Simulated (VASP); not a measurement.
# TiO2 in VASP: further runs

TiO2 is run at these levels: PBE+U; tasks: single point.

All numbers are computed with VASP 6.6.1; they aren't measurements. Logs are shortened: lines on timing, memory, paths and dates and some standing lists are left out, and cuts for length are marked.

### 1 The cell of the first run

The typed cell holds 6 atoms: a = 3.897 Å, b = 3.897 Å, c = 5.702 Å, α = 109.98°, β = 109.98°, γ = 90.00°.

### 2 Single point, PBE+U (atoms shifted along a free coordinate)

Contents of INCAR:

```
  ALGO = Normal
  EDIFF = 1E-6
  ENCUT = 520
  GGA = PE
  ISIF = 2
  ISMEAR = 0
  LASPH = True
  LCHARG = False
  LDAU = True
  LDAUJ = 0 0
  LDAUL = 2 -1
  LDAUPRINT = 1
  LDAUTYPE = 2
  LDAUU = 4 0
  LMAXMIX = 4
  LREAL = False
  LWAVE = False
  NBANDS = 33
  NELM = 150
  PREC = Accurate
  SIGMA = 0.05
```

Contents of KPOINTS:

```
k-points
0
Gamma
  6 6 6
```

Contents of POSCAR:

```
TiO2
1.0
    2.7556872760     -2.7557638530     -0.0205630457
    2.7556872760      2.7557638530     -0.0205630457
   -2.7183033669      0.0000000000      5.0124994207
Ti O
2 4
Direct
    0.1250069486      0.8749930514      0.2500000000
    0.8749930514      0.1250069486      0.7500000000
    0.3424929808      0.0925162561      0.6849956835
    0.6575070192      0.9074837439      0.3150043165
    0.9074837439      0.6575070192      0.8150043165
    0.0925162561      0.3424929808      0.1849956835
```

Potentials or basis: VASP PAW PBE potentials, release 64 (Ti_sv, O).

Command:

```
> cat potpaw_PBE.64/Ti_sv/POTCAR potpaw_PBE.64/O/POTCAR > POTCAR
> mpirun -np 1 vasp_std > vasp.out
```

OUTCAR:

```text
EDIFF = 1E-6
   ENCUT = 520
   GGA = PE
   ISIF = 2
   ISMEAR = 0
   LASPH = True
   LREAL = False
   NELM = 150
   PREC = Accurate

 ion  position               nearest neighbor table
   1  0.125  0.875  0.250-   4 1.98   6 1.98   6 1.98   4 1.98   3 2.17   5 2.17
   2  0.875  0.125  0.750-   5 1.98   3 1.98   5 1.98   3 1.98   6 2.17   4 2.17
   3  0.342  0.093  0.685-   2 1.98   2 1.98   1 2.17
   4  0.658  0.907  0.315-   1 1.98   1 1.98   2 2.17
   5  0.907  0.658  0.815-   2 1.98   2 1.98   1 2.17
   6  0.093  0.342  0.185-   1 1.98   1 1.98   2 2.17

  LATTYP: Found a base centered monoclinic cell.
 ALAT       =     5.5115279921
 B/A-ratio  =     0.9999999481
 C/A-ratio  =     1.0345830161
 COS(beta)  =    -0.4832630161

  Lattice vectors:

 A1 = (   2.7556872760,  -2.7557638530,  -0.0205630457)
 A2 = (   2.7556872760,   2.7557638530,  -0.0205630457)
 A3 = (  -2.7183033669,   0.0000000000,   5.0124994207)

Analysis of symmetry for initial positions (statically):
=====================================================================
 Subroutine PRICEL returns:
 Original cell was already a primitive cell.

 Routine SETGRP: Setting up the symmetry group for a
 base centered monoclinic supercell.

 Subroutine GETGRP returns: Found  4 space group operations
 (whereof  2 operations were pure point group operations)
 out of a pool of  4 trial point group operations.

The static configuration has the point symmetry S_2 .
 The point group associated with its full space group is C_2h.

Analysis of symmetry for dynamics (positions and initial velocities):
=====================================================================
 Subroutine PRICEL returns:
 Original cell was already a primitive cell.

 Routine SETGRP: Setting up the symmetry group for a
 base centered monoclinic supercell.

 Subroutine GETGRP returns: Found  4 space group operations
 (whereof  2 operations were pure point group operations)
 out of a pool of  4 trial point group operations.

The dynamic configuration has the point symmetry S_2 .
 The point group associated with its full space group is C_2h.

 Subroutine INISYM returns: Found  4 space group operations
 (whereof  2 operations are pure point group operations),
 and found     1 'primitive' translations

----------------------------------------------------------------------------------------

                                     Primitive cell

  volume of cell :      75.8220

  direct lattice vectors                    reciprocal lattice vectors
     2.755687276 -2.755763853 -0.020563046     0.182180168 -0.181437898  0.098797211
     2.755687276  2.755763853 -0.020563046     0.182180168  0.181437898  0.098797211
    -2.718303367  0.000000000  5.012499421     0.001494735  0.000000000  0.200311872

  length of vectors
     3.897238717  3.897238717  5.702133253     0.275445482  0.275445482  0.200317449

  position of ions in fractional coordinates (direct lattice)
     0.125006949  0.874993051  0.250000000
     0.874993051  0.125006949  0.750000000
     0.342492981  0.092516256  0.684995683
     0.657507019  0.907483744  0.315004317
     0.907483744  0.657507019  0.815004317
     0.092516256  0.342492981  0.184995683

  ion indices of the primitive-cell ions
   primitive index   ion index
                 1           1
                 2           2
                 3           3
                 4           4
[... 108 lines left out ...]
   LRPA    =     F    only Hartree local field effects (RPA)
 non-spin polarized calculation
 Gauss-broadening in eV      SIGMA  =   0.05
  energy-cutoff  :      520.00
  volume of cell :       75.82
 maximum number of plane-waves:      2074
 NGX is ok and might be reduce to    30
   NGX = 15   NGY = 15   NGZ = 21

atom =   1  type =  1  l = 2

 onsite density matrix

spin component  1

  0.2480 -0.0012 -0.0000  0.0000  0.0000
 -0.0012  0.0901 -0.0000 -0.0000  0.0000
 -0.0000 -0.0000  0.2099  0.0016  0.0000
  0.0000 -0.0000  0.0016  0.0901 -0.0002
  0.0000  0.0000  0.0000 -0.0002  0.1172

spin component  2

  0.2480 -0.0012 -0.0000  0.0000  0.0000
 -0.0012  0.0901 -0.0000 -0.0000  0.0000
 -0.0000 -0.0000  0.2099  0.0016  0.0000
  0.0000 -0.0000  0.0016  0.0901 -0.0002
  0.0000  0.0000  0.0000 -0.0002  0.1172

 occupancies and eigenvectors

  o =  0.0901  v =  0.0075  1.0000  0.0000 -0.0000 -0.0000  0.0000  0.0000  0.0000  0.0000  0.0000      0.0000  0.0000  0.0000  0.0000  0.0000  0.0000  0.0000  0.0000  0.0000  0.0000
  o =  0.0901  v =  0.0000  0.0000  0.0000  0.0000  0.0000  0.0075  1.0000  0.0000 -0.0000 -0.0000      0.0000  0.0000  0.0000  0.0000  0.0000  0.0000  0.0000  0.0000  0.0000  0.0000
  o =  0.0901  v =  0.0000  0.0000 -0.0130  0.9999  0.0075  0.0000  0.0000  0.0000  0.0000  0.0000      0.0000  0.0000  0.0000  0.0000  0.0000  0.0000  0.0000  0.0000  0.0000  0.0000
  o =  0.0901  v =  0.0000  0.0000  0.0000  0.0000  0.0000  0.0000  0.0000 -0.0130  0.9999  0.0075      0.0000  0.0000  0.0000  0.0000  0.0000  0.0000  0.0000  0.0000  0.0000  0.0000
  o =  0.1172  v =  0.0000  0.0000  0.0000 -0.0075  1.0000  0.0000  0.0000  0.0000  0.0000  0.0000      0.0000  0.0000  0.0000  0.0000  0.0000  0.0000  0.0000  0.0000  0.0000  0.0000
  o =  0.1172  v =  0.0000  0.0000  0.0000  0.0000  0.0000  0.0000  0.0000  0.0000 -0.0075  1.0000      0.0000  0.0000  0.0000  0.0000  0.0000  0.0000  0.0000  0.0000  0.0000  0.0000
  o =  0.2099  v =  0.0000  0.0000  0.0000  0.0000  0.0000  0.0000 -0.0000  0.9999  0.0130  0.0000      0.0000  0.0000  0.0000  0.0000  0.0000  0.0000  0.0000  0.0000  0.0000  0.0000
  o =  0.2099  v =  0.0000 -0.0000  0.9999  0.0130  0.0000  0.0000  0.0000  0.0000  0.0000  0.0000      0.0000  0.0000  0.0000  0.0000  0.0000  0.0000  0.0000  0.0000  0.0000  0.0000
  o =  0.2480  v = -1.0000  0.0075  0.0000 -0.0000 -0.0000  0.0000  0.0000  0.0000  0.0000  0.0000      0.0000  0.0000  0.0000  0.0000  0.0000  0.0000  0.0000  0.0000  0.0000  0.0000
  o =  0.2480  v =  0.0000  0.0000  0.0000  0.0000  0.0000 -1.0000  0.0075  0.0000 -0.0000 -0.0000      0.0000  0.0000  0.0000  0.0000  0.0000  0.0000  0.0000  0.0000  0.0000  0.0000

atom =   2  type =  1  l = 2

 onsite density matrix

spin component  1

  0.2480 -0.0012 -0.0000  0.0000  0.0000
 -0.0012  0.0901 -0.0000 -0.0000  0.0000
 -0.0000 -0.0000  0.2099  0.0016  0.0000
  0.0000 -0.0000  0.0016  0.0901 -0.0002
  0.0000  0.0000  0.0000 -0.0002  0.1172

spin component  2

  0.2480 -0.0012 -0.0000  0.0000  0.0000
 -0.0012  0.0901 -0.0000 -0.0000  0.0000
 -0.0000 -0.0000  0.2099  0.0016  0.0000
  0.0000 -0.0000  0.0016  0.0901 -0.0002
  0.0000  0.0000  0.0000 -0.0002  0.1172

 occupancies and eigenvectors

  o =  0.0901  v =  0.0075  1.0000  0.0000 -0.0000 -0.0000  0.0000  0.0000  0.0000  0.0000  0.0000      0.0000  0.0000  0.0000  0.0000  0.0000  0.0000  0.0000  0.0000  0.0000  0.0000
  o =  0.0901  v =  0.0000  0.0000  0.0000  0.0000  0.0000  0.0075  1.0000  0.0000 -0.0000 -0.0000      0.0000  0.0000  0.0000  0.0000  0.0000  0.0000  0.0000  0.0000  0.0000  0.0000
  o =  0.0901  v =  0.0000  0.0000 -0.0130  0.9999  0.0075  0.0000  0.0000  0.0000  0.0000  0.0000      0.0000  0.0000  0.0000  0.0000  0.0000  0.0000  0.0000  0.0000  0.0000  0.0000
  o =  0.0901  v =  0.0000  0.0000  0.0000  0.0000  0.0000  0.0000  0.0000 -0.0130  0.9999  0.0075      0.0000  0.0000  0.0000  0.0000  0.0000  0.0000  0.0000  0.0000  0.0000  0.0000
  o =  0.1172  v =  0.0000  0.0000  0.0000 -0.0075  1.0000  0.0000  0.0000  0.0000  0.0000  0.0000      0.0000  0.0000  0.0000  0.0000  0.0000  0.0000  0.0000  0.0000  0.0000  0.0000
  o =  0.1172  v =  0.0000  0.0000  0.0000  0.0000  0.0000  0.0000  0.0000  0.0000 -0.0075  1.0000      0.0000  0.0000  0.0000  0.0000  0.0000  0.0000  0.0000  0.0000  0.0000  0.0000
  o =  0.2099  v =  0.0000  0.0000  0.0000  0.0000  0.0000  0.0000 -0.0000  0.9999  0.0130  0.0000      0.0000  0.0000  0.0000  0.0000  0.0000  0.0000  0.0000  0.0000  0.0000  0.0000
  o =  0.2099  v =  0.0000 -0.0000  0.9999  0.0130  0.0000  0.0000  0.0000  0.0000  0.0000  0.0000      0.0000  0.0000  0.0000  0.0000  0.0000  0.0000  0.0000  0.0000  0.0000  0.0000
  o =  0.2480  v = -1.0000  0.0075  0.0000 -0.0000 -0.0000  0.0000  0.0000  0.0000  0.0000  0.0000      0.0000  0.0000  0.0000  0.0000  0.0000  0.0000  0.0000  0.0000  0.0000  0.0000
  o =  0.2480  v =  0.0000  0.0000  0.0000  0.0000  0.0000 -1.0000  0.0075  0.0000 -0.0000 -0.0000      0.0000  0.0000  0.0000  0.0000  0.0000  0.0000  0.0000  0.0000  0.0000  0.0000

 number of electron      47.9999990 magnetization

 Free energy of the ion-electron system (eV)
  ---------------------------------------------------
  ext. energy  EPLUGINS =         0.00000000
  ---------------------------------------------------
  free energy    TOTEN  =       -48.05621101 eV

  energy without entropy =      -48.05621101  energy(sigma->0) =      -48.05621101

 E-fermi :   3.2277     XC(G=0): -10.2652

 val. band max:        2.9838180004   @ k =   0.5000   0.5000  -0.0000
 cond. band min:       5.0515961687   @ k =   0.0000   0.0000   0.0000
 fundamental gap:      2.0677781684
 Fermi energy:         3.2277332574

 k-point     1 :       0.0000    0.0000    0.0000
  band No.  band energies     occupation
      1     -55.2374      2.00000
      2     -55.2072      2.00000
      3     -31.5259      2.00000
      4     -31.3346      2.00000
      5     -31.3346      2.00000
      6     -31.3239      2.00000
[... 853 lines left out ...]
     32       7.7937      0.00000
     33       8.1681      0.00000

 [... further k-points ...]

------------------------ aborting loop because EDIFF is reached ----------------------------------------

  FORCE on cell =-STRESS in cart. coord.  units (eV):
  Direction    XX          YY          ZZ          XY          YZ          ZX
  --------------------------------------------------------------------------------------
  -------------------------------------------------------------------------------------
  Total       -3.3073326     -3.3066860     -8.7703224      0.0000000      0.0000000     -0.0411052
  in kB      -69.8864879    -69.8728249   -185.3236755      0.0000000      0.0000000     -0.8685845
  external PRESSURE =    -108.3609961 kB  Pullay stress =       0.0000000 kB

 VOLUME and BASIS-vectors are now :
 -----------------------------------------------------------------------------
  energy-cutoff  :      520.00
  volume of cell :       75.82
      direct lattice vectors                 reciprocal lattice vectors
     2.755687276 -2.755763853 -0.020563046     0.182180168 -0.181437898  0.098797211
     2.755687276  2.755763853 -0.020563046     0.182180168  0.181437898  0.098797211
    -2.718303367  0.000000000  5.012499421     0.001494735  0.000000000  0.200311872

 POSITION                                       TOTAL-FORCE (eV/Angst)
 -----------------------------------------------------------------------------------
      2.07611      2.06678      1.23256         0.000000      0.000137     -0.000000
      0.71696     -2.06678      3.73881         0.000000     -0.000137      0.000000
     -0.66328     -0.68888      3.42460        -0.009997     -0.000133     -1.308152
      3.45635      0.68888      1.54678         0.009997      0.000133      1.308152
      2.09720     -0.68888      4.05303         0.009997     -0.000133      1.308152
      0.69588      0.68888      0.91835        -0.009997      0.000133     -1.308152
 -----------------------------------------------------------------------------------
    total drift:                               -0.000000     -0.000000      0.000000

  FREE ENERGIE OF THE ION-ELECTRON SYSTEM (eV)
  ---------------------------------------------------
  free  energy   TOTEN  =       -48.0562110119 eV

  energy  without entropy=      -48.0562110119  energy(sigma->0) =      -48.05621101
```

It took 1.7 min on 1 thread of Intel Xeon Platinum 8559C (Emerald Rapids), shared host; peak memory 0.26 GiB.

What came out:

```yaml
Free_energy: -48.0562 eV
Pressure: -10.8 GPa
Largest_force: 1.308 eV/Å
Band_gap_on_the_k_mesh: 2.07 eV (least direct gap 2.64 eV)
```

Forces in eV/Å, atoms in the order of the input:
```
Ti   0.000  0.000  0.000
Ti   0.000  0.000  0.000
O   -0.010  0.000 -1.308
O    0.010  0.000  1.308
O    0.010  0.000  1.308
O   -0.010  0.000 -1.308
```

Eigenvalues of the final occupation matrices:
```tsv
site	spin	trace	eigenvalues
site 1 d	1	0.76	0.09 0.09 0.12 0.21 0.25
site 1 d	2	0.76	0.09 0.09 0.12 0.21 0.25
site 2 d	1	0.76	0.09 0.09 0.12 0.21 0.25
site 2 d	2	0.76	0.09 0.09 0.12 0.21 0.25
```

Caveat: the cell differs from its parent crystal (atoms shifted along a free coordinate); the cell stands under tension; forces of over 1 eV/Å act on the atoms, so gaps and moduli don't describe the material at rest. A k mesh can miss the band edges.

### 3 Single point, PBE+U (atoms shifted along a free coordinate)

Contents of INCAR:

```
SYSTEM = TiO2
ALGO     = Normal         ! electronic algorithm
EDIFF    = 1E-6           ! SCF threshold, eV
ENCUT    = 520            ! plane-wave cutoff, eV
GGA      = PE             ! functional
ISIF     = 2              ! what is computed and relaxed
ISMEAR   = 0              ! smearing method
LASPH    = .TRUE.         ! aspherical terms in the spheres
LCHARG   = .FALSE.        ! write CHGCAR
LDAU     = .TRUE.         ! DFT+U
LDAUJ    = 0 0          
LDAUL    = 2 -1           ! shell
LDAUPRINT= 1            
LDAUTYPE = 2            
LDAUU    = 4 0            ! U, eV
LMAXMIX  = 4              ! l up to which the mixer works
LREAL    = .FALSE.        ! projectors in reciprocal space
LWAVE    = .FALSE.        ! write WAVECAR
NBANDS   = 33             ! bands
NELM     = 150            ! most SCF steps
PREC     = Accurate       ! precision mode
SIGMA    = 0.05           ! smearing width, eV
```

Contents of KPOINTS:

```
k-points
0
G
  6 6 6
  0 0 0
```

Contents of POSCAR:

```
TiO2
1.0
    2.7556872760     -2.7557638530     -0.0205630457
    2.7556872760      2.7557638530     -0.0205630457
   -2.7183033669      0.0000000000      5.0124994207
Ti O
2 4
Direct
    0.1250069486      0.8749930514      0.2500000000
    0.8749930514      0.1250069486      0.7500000000
    0.3240875128      0.0741107881      0.6481847475
    0.6759124872      0.9258892119      0.3518152525
    0.9258892119      0.6759124872      0.8518152525
    0.0741107881      0.3240875128      0.1481847475
```

Potentials or basis: VASP PAW PBE potentials, release 64 (Ti_sv, O).

Command:

```
> cat potpaw_PBE.64/Ti_sv/POTCAR potpaw_PBE.64/O/POTCAR > POTCAR
> mpirun -np 1 vasp_std > vasp.out
```

OUTCAR:

```text
SYSTEM = TiO2
   EDIFF = 1E-6
   ENCUT = 520
   GGA = PE
   ISIF = 2
   ISMEAR = 0
   LASPH = .TRUE.
   LREAL = .FALSE.
   NELM = 150
   PREC = Accurate

 ion  position               nearest neighbor table
   1  0.125  0.875  0.250-   3 1.99   5 1.99   4 2.01   6 2.01   4 2.01   6 2.01
   2  0.875  0.125  0.750-   4 1.99   6 1.99   5 2.01   3 2.01   5 2.01   3 2.01
   3  0.324  0.074  0.648-   1 1.99   2 2.01   2 2.01
   4  0.676  0.926  0.352-   2 1.99   1 2.01   1 2.01
   5  0.926  0.676  0.852-   1 1.99   2 2.01   2 2.01
   6  0.074  0.324  0.148-   2 1.99   1 2.01   1 2.01

  LATTYP: Found a base centered monoclinic cell.
 ALAT       =     5.5115279921
 B/A-ratio  =     0.9999999481
 C/A-ratio  =     1.0345830161
 COS(beta)  =    -0.4832630161

  Lattice vectors:

 A1 = (   2.7556872760,  -2.7557638530,  -0.0205630457)
 A2 = (   2.7556872760,   2.7557638530,  -0.0205630457)
 A3 = (  -2.7183033669,   0.0000000000,   5.0124994207)

Analysis of symmetry for initial positions (statically):
=====================================================================
 Subroutine PRICEL returns:
[... 255 lines left out ...]
 cond. band min:       5.2745796950   @ k =   0.0000   0.0000   0.0000
 fundamental gap:      2.6323392536
 Fermi energy:         2.8679059595

 k-point     1 :       0.0000    0.0000    0.0000
  band No.  band energies     occupation
      1     -55.0177      2.00000
      2     -54.9836      2.00000
      3     -31.3065      2.00000
      4     -31.1548      2.00000
      5     -31.1548      2.00000
      6     -31.1107      2.00000
[... 853 lines left out ...]
     32       8.1824      0.00000
     33       8.3150      0.00000

 [... further k-points ...]

------------------------ aborting loop because EDIFF is reached ----------------------------------------

  FORCE on cell =-STRESS in cart. coord.  units (eV):
  Direction    XX          YY          ZZ          XY          YZ          ZX
  --------------------------------------------------------------------------------------
  -------------------------------------------------------------------------------------
  Total       -3.0895707     -3.0894165     -0.1648117      0.0000000      0.0000000      0.0220346
  in kB      -65.2850122    -65.2817523     -3.4825983      0.0000000      0.0000000      0.4656084
  external PRESSURE =     -44.6831209 kB  Pullay stress =       0.0000000 kB

 VOLUME and BASIS-vectors are now :
 -----------------------------------------------------------------------------
  energy-cutoff  :      520.00
  volume of cell :       75.82
      direct lattice vectors                 reciprocal lattice vectors
     2.755687276 -2.755763853 -0.020563046     0.182180168 -0.181437898  0.098797211
     2.755687276  2.755763853 -0.020563046     0.182180168  0.181437898  0.098797211
    -2.718303367  0.000000000  5.012499421     0.001494735  0.000000000  0.200311872

 POSITION                                       TOTAL-FORCE (eV/Angst)
 -----------------------------------------------------------------------------------
      2.07611      2.06678      1.23256         0.000000      0.000028     -0.000000
      0.71696     -2.06678      3.73881         0.000000     -0.000028     -0.000000
     -0.66465     -0.68888      3.24084         0.005395     -0.000057      0.722905
      3.45772      0.68888      1.73054        -0.005395      0.000057     -0.722905
      2.09857     -0.68888      4.23679        -0.005395     -0.000057     -0.722905
      0.69450      0.68888      0.73459         0.005395      0.000057      0.722905
 -----------------------------------------------------------------------------------
    total drift:                               -0.000000     -0.000000      0.000000

  FREE ENERGIE OF THE ION-ELECTRON SYSTEM (eV)
  ---------------------------------------------------
  free  energy   TOTEN  =       -48.3872342559 eV

  energy  without entropy=      -48.3872342559  energy(sigma->0) =      -48.38723426
```

stdout:

```text
POSCAR found type information on POSCAR TiO
 POSCAR found :  2 types and       6 ions
 scaLAPACK will be used
 LDA part: xc-table for (Slater+PW92), standard interpolation
 POSCAR, INCAR and KPOINTS ok, starting setup
 FFT: planning ... GRIDC
 FFT: planning ... GRID_SOFT
 FFT: planning ... GRID
 WAVECAR not read
 entering main loop
```

Wall time 1.7 min (1 thread of Intel Xeon Platinum 8559C (Emerald Rapids), shared host); peak memory 0.26 GiB.

Results:

- Free energy: -48.3872 eV
- Pressure: -4.5 GPa
- Largest force: 0.723 eV/Å
- Band gap on the k mesh: 2.63 eV (least direct gap 2.82 eV)

Forces on the atoms (eV/Å):
```
Ti   0.000  0.000  0.000
Ti   0.000  0.000  0.000
O    0.005  0.000  0.723
O   -0.005  0.000 -0.723
O   -0.005  0.000 -0.723
O    0.005  0.000  0.723
```

Stress tensor (GPa, compression positive):
```
-6.53  0.00  0.05
 0.00 -6.53  0.00
 0.05  0.00 -0.35
```

Levels at points of the mesh, in eV from the valence-band top:
```tsv
k point	band 21	band 22	band 23	band 24	band 25	band 26	band 27	band 28
(0.00, 0.00, 0.00)	-0.64	-0.64	-0.27	-0.27	2.63	3.24	4.36	4.36
(0.50, 0.00, 0.00)	-1.55	-0.69	-0.66	-0.65	3.48	3.70	3.73	3.83
(0.50, 0.50, 0.00)	-1.61	-1.61	-0.17	-0.17	3.47	3.47	3.86	3.86
(0.00, 0.00, 0.50)	-1.02	-1.02	0.00	0.00	2.93	2.93	4.04	4.04
(0.50, 0.00, 0.50)	-1.55	-0.69	-0.66	-0.65	3.48	3.70	3.73	3.83
(0.50, 0.50, 0.50)	-1.61	-1.61	-0.17	-0.17	3.47	3.47	3.86	3.86
```

Eigenvalues of the final occupation matrices:
| site | spin | trace | eigenvalues |
| --- | --- | --- | --- |
| site 1 d | 1 | 0.77 | 0.09 0.10 0.10 0.22 0.25 |
| site 1 d | 2 | 0.77 | 0.09 0.10 0.10 0.22 0.25 |
| site 2 d | 1 | 0.77 | 0.09 0.10 0.10 0.22 0.25 |
| site 2 d | 2 | 0.77 | 0.09 0.10 0.10 0.22 0.25 |

Caveat: the cell differs from its parent crystal (atoms shifted along a free coordinate); the cell stands under tension. A k mesh can miss the band edges.

(Continued in part 2 of 2.)
